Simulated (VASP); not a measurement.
# SnO2 (Imm2) in VASP: a series of runs

SnO2 is run at these levels: PBEsol; tasks: single point.

Everything below comes from runs of VASP 6.6.1. Logs are shortened: lines on timing, memory, paths and dates and some standing lists are left out, and cuts for length are marked.

**1. The cell of the first run**

Symmetry: Imm2, No. 44, orthorhombic system. Conventional cell: a = 4.011 Å, b = 4.011 Å, c = 10.245 Å, α = 90.00°, β = 90.00°, γ = 90.00°. Within 2.7 Å of Sn (site symmetry mm2) lie 6 O at 2.01 to 2.08 Å. Within 2.7 Å of Sn (site symmetry mm2) lie 6 O at 2.06 to 2.66 Å. Within 2.7 Å of O (site symmetry mm2) lie 3 Sn at 2.01 to 2.66 Å. O (site symmetry mm2) has 3 Sn at 2.06 to 2.08 Å within 2.7 Å. O (site symmetry mm2) has 3 Sn at 2.06 to 2.08 Å and 2 O at 2.56 Å within 2.7 Å. O (site symmetry mm2) has 3 Sn at 2.06 to 2.08 Å and 2 O at 2.56 Å within 2.7 Å.

**2. Single point, PBEsol (atom 3 (O) moved by -0.000 Å along [0 1 0] and -0.580 Å along [0 0 1])**

INCAR reads:

```
PREC = Accurate
ENCUT = 520
EDIFF = 1E-7
ISMEAR = 0
SIGMA = 0.05
LREAL = False
LASPH = True
NELM = 80
ALGO = Normal
ISIF = 2
LWAVE = False
LCHARG = False
GGA = PS
NBANDS = 35
```

KPOINTS reads:

```
regular mesh
0
Gamma
  10 10 10
```

POSCAR reads:

```
SnO2
1.0
   -2.0054999738      2.0054999738      5.1227446880
    2.0054999738     -2.0054999738      5.1227446880
    2.0054999738      2.0054999738     -5.1227446880
Sn O
2 4
Direct
    0.7500000000      0.2500000000      0.5000000000
    0.0000000000      0.0000000000      0.0000000000
    0.7404709436      0.7404709436      0.0000000000
    0.9529187786      0.4529187786      0.5000000000
    0.2029187786      0.2029187786      0.0000000000
    0.5470812214      0.0470812214      0.5000000000
```

Potentials or basis: VASP PAW PBE potentials, release 64 (Sn_d, O).

Command:

```console
> cat potpaw_PBE.64/Sn_d/POTCAR potpaw_PBE.64/O/POTCAR > POTCAR
> mpirun -np 1 vasp_std > vasp.out
```

OUTCAR:

```text
PREC = Accurate
   ENCUT = 520
   EDIFF = 1E-7
   ISMEAR = 0
   LREAL = False
   LASPH = True
   NELM = 80
   ISIF = 2
   GGA = PS

 ion  position               nearest neighbor table
   1  0.750  0.250  0.500-   3 2.01   3 2.01   5 2.06   5 2.06   4 2.08   6 2.08   2 3.25   2 3.25
                             2 3.25   2 3.25
   2  0.000  0.000  0.000-   6 2.06   4 2.06   6 2.06   4 2.06   5 2.08   3 2.66   1 3.25   1 3.25
                             1 3.25   1 3.25
   3  0.740  0.740  0.000-   1 2.01   1 2.01   2 2.66
   4  0.953  0.453  0.500-   2 2.06   2 2.06   1 2.08
   5  0.203  0.203  0.000-   1 2.06   1 2.06   2 2.08
   6  0.547  0.047  0.500-   2 2.06   2 2.06   1 2.08

  LATTYP: Found a body centered tetragonal cell.
 ALAT       =     4.0109999476
 C/A-ratio  =     2.5543479207

  Lattice vectors:

 A1 = (  -2.0054999738,   2.0054999738,   5.1227446880)
 A2 = (   2.0054999738,  -2.0054999738,   5.1227446880)
 A3 = (   2.0054999738,   2.0054999738,  -5.1227446880)

Analysis of symmetry for initial positions (statically):
=====================================================================
 Subroutine PRICEL returns:
 Original cell was already a primitive cell.

 Routine SETGRP: Setting up the symmetry group for a
 body centered tetragonal supercell.

 Subroutine GETGRP returns: Found  4 space group operations
 (whereof  4 operations were pure point group operations)
 out of a pool of 16 trial point group operations.

The static configuration has the point symmetry C_2v.

Analysis of symmetry for dynamics (positions and initial velocities):
=====================================================================
 Subroutine PRICEL returns:
 Original cell was already a primitive cell.

 Routine SETGRP: Setting up the symmetry group for a
 body centered tetragonal supercell.

 Subroutine GETGRP returns: Found  4 space group operations
 (whereof  4 operations were pure point group operations)
 out of a pool of 16 trial point group operations.

The dynamic configuration has the point symmetry C_2v.

 Subroutine INISYM returns: Found  4 space group operations
 (whereof  4 operations are pure point group operations),
 and found     1 'primitive' translations

----------------------------------------------------------------------------------------

                                     Primitive cell

  volume of cell :      82.4153

  direct lattice vectors                    reciprocal lattice vectors
    -2.005499974  2.005499974  5.122744688     0.000000000  0.249314389  0.097603927
     2.005499974 -2.005499974  5.122744688     0.249314389  0.000000000  0.097603927
     2.005499974  2.005499974 -5.122744688     0.249314389  0.249314389  0.000000000

  length of vectors
     5.855473800  5.855473800  5.855473800     0.267739035  0.267739035  0.352583790

  position of ions in fractional coordinates (direct lattice)
     0.750000000  0.250000000  0.500000000
     0.000000000  0.000000000  0.000000000
     0.740470944  0.740470944  0.000000000
     0.952918779  0.452918779  0.500000000
     0.202918779  0.202918779  0.000000000
     0.547081221  0.047081221  0.500000000

  ion indices of the primitive-cell ions
   primitive index   ion index
                 1           1
                 2           2
                 3           3
                 4           4
                 5           5
                 6           6

----------------------------------------------------------------------------------------

 KPOINTS: regular mesh

Automatic generation of k-mesh.
 Grid dimensions read from file:
 generate k-points for:   10   10   10

 Generating k-lattice:

  Cartesian coordinates                     Fractional coordinates (reciprocal lattice)
     0.000000000  0.024931439  0.009760393     0.100000000 -0.000000000  0.000000000
     0.024931439  0.000000000  0.009760393    -0.000000000  0.100000000  0.000000000
     0.024931439  0.024931439  0.000000000     0.000000000  0.000000000  0.100000000

  Length of vectors
     0.026773904  0.026773904  0.035258379

  Shift w.r.t. Gamma in fractional coordinates (k-lattice)
     0.000000000  0.000000000  0.000000000

 Subroutine IBZKPT returns following result:
 ===========================================

 Found    171 irreducible k-points:

 Following reciprocal coordinates:
            Coordinates               Weight
  0.000000  0.000000  0.000000      1.000000
  0.100000  0.000000  0.000000      4.000000
  0.000000  0.100000  0.000000      4.000000
  0.200000  0.000000  0.000000      4.000000
  0.000000  0.200000  0.000000      4.000000
  0.300000  0.000000  0.000000      4.000000
[... 16 lines left out ...]
 -0.300000  0.100000  0.000000      8.000000
 -0.000000 -0.200000 -0.100000      8.000000
 [... further k-points ...]
   k-points           NKPTS =    171   k-points in BZ     NKDIM =    171   number of bands    NBANDS=     35
   number of dos      NEDOS =    301   number of ions     NIONS =      6
   total plane-waves  NPLWV = 110592
   dimension x,y,z NGX =    48 NGY =   48 NGZ =   48
   dimension x,y,z NGXF=    96 NGYF=   96 NGZF=   96
   ions per type =               2   4
   NGX,Y,Z   is equivalent  to a cutoff of  13.63, 13.63, 13.63 a.u.
   NGXF,Y,Z  is equivalent  to a cutoff of  27.26, 27.26, 27.26 a.u.
 SYSTEM =  unknown system
   PREC   = accura    normal or accurate (medium, high low for compatibility)
   ISTART =      0    job   : 0-new  1-cont  2-samecut
   ICHARG =      2    charge: 1-file 2-atom 10-const
   ISPIN  =      1    spin polarized calculation?
   LNONCOLLINEAR =      F non collinear calculations
   LSORBIT =      F    spin-orbit coupling
   LASPH  =      T    aspherical Exc in radial PAW
   ENCUT  =  520.0 eV  38.22 Ry    6.18 a.u.  10.89 10.89 10.89*2*pi/ulx,y,z
   NELM   =     80;   NELMIN=  2; NELMDL= -5     # of ELM steps
   EDIFF  = 0.1E-06   stopping-criterion for ELM
   LREAL  =      F    real-space projection
   EDIFFG = 0.1E-05   stopping-criterion for IOM
   NSW    =      0    number of steps for IOM
   IBRION =     -1    ionic relax: 0-MD 1-quasi-New 2-CG
   NFREE  =      0    steps in history (QN), initial steepest desc. (CG)
   ISIF   =      2    stress and relaxation
   ISYM   =      2    0-nonsym 1-usesym 2-fastsym
   POTIM  = 0.5000    time-step for ionic-motion
   TEBEG  =    0.0;   TEEND  =   0.0 temperature during run
   PSTRESS=    0.0 pullay stress
   NELECT =      52.0000    total number of electrons
   NUPDOWN=      -1.0000    fix difference up-down
   EMIN   =  10.00;   EMAX   =-10.00  energy-range for DOS
   EFERMI =   0.00;   METHOD = LEGACY
   ISMEAR =     0;   SIGMA  =   0.05  broadening in eV -4-tet -1-fermi 0-gaus
   EFERMI_NEDOS =   21; number of points for ismear=-14 and -15
   IALGO  =     38    algorithm
   IMIX   =      4    mixing-type and parameters
     AMIX     =   0.40;   BMIX     =  1.00
     AMIX_MAG =   1.60;   BMIX_MAG =  1.00
  volume/ion in A,a.u.               =      13.74        92.69
  Fermi-wavevector in a.u.,A,eV,Ry     =   1.404128  2.653417 26.824901  1.971575
  Thomas-Fermi vector in A             =   2.526720
   LORBIT       =      0    0 simple, 1 ext, 2 COOP (PROOUT), +10 PAW based schemes
   GGA     = PS    functional components
   LHFCALC =     F    Hartree Fock is set to
   AEXX    =    0.0000 exact exchange contribution
   IVDW    =     0    specifies the selected vdW correction
   LEPSILON=     F    determine dielectric tensor
   LRPA    =     F    only Hartree local field effects (RPA)
 non-spin polarized calculation
 Gauss-broadening in eV      SIGMA  =   0.05
  energy-cutoff  :      520.00
  volume of cell :       82.42
 maximum number of plane-waves:      2260
 NGX is ok and might be reduce to    48
   NGX = 21   NGY = 21   NGZ = 21

 number of electron      52.0000004 magnetization

 Free energy of the ion-electron system (eV)
  ---------------------------------------------------
  ext. energy  EPLUGINS =         0.00000000
  ---------------------------------------------------
  free energy    TOTEN  =       -38.10144844 eV

  energy without entropy =      -38.10144589  energy(sigma->0) =      -38.10144717

 E-fermi :   4.8402     XC(G=0): -10.5953

 val. band max:        4.7292983388   @ k =   0.3000   0.3000   0.2000
 cond. band min:       4.9296677996   @ k =   0.0000   0.0000   0.0000
 fundamental gap:      0.2003694609
 Fermi energy:         4.8401839190

 k-point     1 :       0.0000    0.0000    0.0000
  band No.  band energies     occupation
      1     -16.8552      2.00000
      2     -16.6172      2.00000
      3     -16.2382      2.00000
      4     -16.1216      2.00000
      5     -16.0973      2.00000
      6     -15.9725      2.00000
[... 27 lines left out ...]
     34      15.8008      0.00000
     35      16.1623      0.00000

 k-point     2 :       0.1000    0.0000    0.0000
  band No.  band energies     occupation
      1     -16.8501      2.00000
      2     -16.5934      2.00000
      3     -16.2305      2.00000
      4     -16.1219      2.00000
      5     -16.0985      2.00000
      6     -15.9741      2.00000
[... 27 lines left out ...]
     34      15.6973      0.00000
     35      16.0767      0.00000

 k-point     3 :       0.0000    0.1000    0.0000
  band No.  band energies     occupation
      1     -16.8308      2.00000
      2     -16.6132      2.00000
      3     -16.2096      2.00000
      4     -16.1248      2.00000
      5     -16.0976      2.00000
      6     -15.9742      2.00000
[... 27 lines left out ...]
     34      15.9484      0.00000
     35      16.3495      0.00000

 k-point     4 :       0.2000    0.0000    0.0000
  band No.  band energies     occupation
      1     -16.8392      2.00000
      2     -16.5282      2.00000
      3     -16.2164      2.00000
      4     -16.1225      2.00000
      5     -16.0963      2.00000
      6     -15.9782      2.00000
[... 27 lines left out ...]
     34      15.5278      0.00000
     35      15.9118      0.00000

 k-point     5 :       0.0000    0.2000    0.0000
  band No.  band energies     occupation
      1     -16.7714      2.00000
      2     -16.5965      2.00000
      3     -16.1891      2.00000
      4     -16.0984      2.00000
      5     -16.0758      2.00000
      6     -15.9785      2.00000
[... 638 lines left out ...]
 k-point    22 :       0.0000   -0.3000   -0.1000
  band No.  band energies     occupation
      1     -16.6566      2.00000
      2     -16.4665      2.00000
      3     -16.2761      2.00000
      4     -16.1045      2.00000
      5     -15.9898      2.00000
      6     -15.8301      2.00000
[... 27 lines left out ...]
     34      15.1489      0.00000
     35      16.0049      0.00000

 k-point    23 :      -0.3000    0.1000    0.0000
  band No.  band energies     occupation
      1     -16.7880      2.00000
      2     -16.4412      2.00000
      3     -16.2071      2.00000
      4     -16.1265      2.00000
      5     -16.0627      2.00000
      6     -15.9851      2.00000
[... 27 lines left out ...]
     34      15.3261      0.00000
     35      16.0096      0.00000

 k-point    24 :      -0.0000   -0.2000   -0.1000
  band No.  band energies     occupation
      1     -16.6730      2.00000
      2     -16.5523      2.00000
      3     -16.2236      2.00000
      4     -16.1046      2.00000
      5     -15.9856      2.00000
      6     -15.9411      2.00000
[... 27 lines left out ...]
     34      14.9661      0.00000
     35      16.0085      0.00000

 [... further k-points ...]
[... 5 lines left out ...]
  --------------------------------------------------------------------------------------
  -------------------------------------------------------------------------------------
  Total        0.8334074     -0.2064997     -1.8982158      0.0000000      0.0000000      0.0000000
  in kB       16.2016754     -4.0144123    -36.9018507      0.0000000      0.0000000      0.0000000
  external PRESSURE =      -8.2381959 kB  Pullay stress =       0.0000000 kB

 VOLUME and BASIS-vectors are now :
 -----------------------------------------------------------------------------
  energy-cutoff  :      520.00
  volume of cell :       82.42
      direct lattice vectors                 reciprocal lattice vectors
    -2.005499974  2.005499974  5.122744688     0.000000000  0.249314389  0.097603927
     2.005499974 -2.005499974  5.122744688     0.249314389  0.000000000  0.097603927
     2.005499974  2.005499974 -5.122744688     0.249314389  0.249314389  0.000000000

 POSITION                                       TOTAL-FORCE (eV/Angst)
 -----------------------------------------------------------------------------------
      0.00000      2.00550      2.56137         0.000000     -0.000000     -0.734969
      0.00000      0.00000      0.00000         0.000000      0.000000      0.688598
      0.00000      0.00000      7.58649        -0.000000     -0.000000      2.587792
      0.00000      2.00550      4.64037         0.000000      0.000000     -0.954975
      0.00000      0.00000      2.07900         0.000000      0.000000     -0.158014
      0.00000      2.00550      0.48237        -0.000000      0.000000     -1.428433
 -----------------------------------------------------------------------------------
    total drift:                                0.000000      0.000001      0.000087

  FREE ENERGIE OF THE ION-ELECTRON SYSTEM (eV)
  ---------------------------------------------------
  free  energy   TOTEN  =       -38.1014484423 eV

  energy  without entropy=      -38.1014458890  energy(sigma->0) =      -38.10144717
```

Run time: 20 min. Hardware: 1 thread of Intel Xeon Platinum 8259CL at 2.50GHz (Skylake/Cascade Lake), shared host; peak memory 0.59 GiB.

What came out:

```yaml
Free_energy: -38.1014 eV
Pressure: -0.8 GPa
Largest_force: 2.588 eV/Å
Band_gap_on_the_k_mesh: 0.20 eV (least direct gap 0.90 eV)
```

Forces in eV/Å, atoms in the order of the input:
```
Sn   0.000  0.000 -0.735
Sn   0.000  0.000  0.689
O    0.000  0.000  2.588
O    0.000  0.000 -0.955
O    0.000  0.000 -0.158
O    0.000  0.000 -1.428
```

Caveat: the cell differs from its parent crystal (atom 3 (O) moved by -0.000 Å along [0 1 0] and -0.580 Å along [0 0 1]); the stress differs along the axes, from -4 to 2 GPa; semilocal functionals underestimate gaps, and a narrow one can read as zero; the PAW data sets were made with another functional, which shifts forces and pressure a little; spin-orbit coupling is left out, which moves the levels of the heavy elements. A k mesh can miss the band edges.

(Continued in part 2 of 2.)
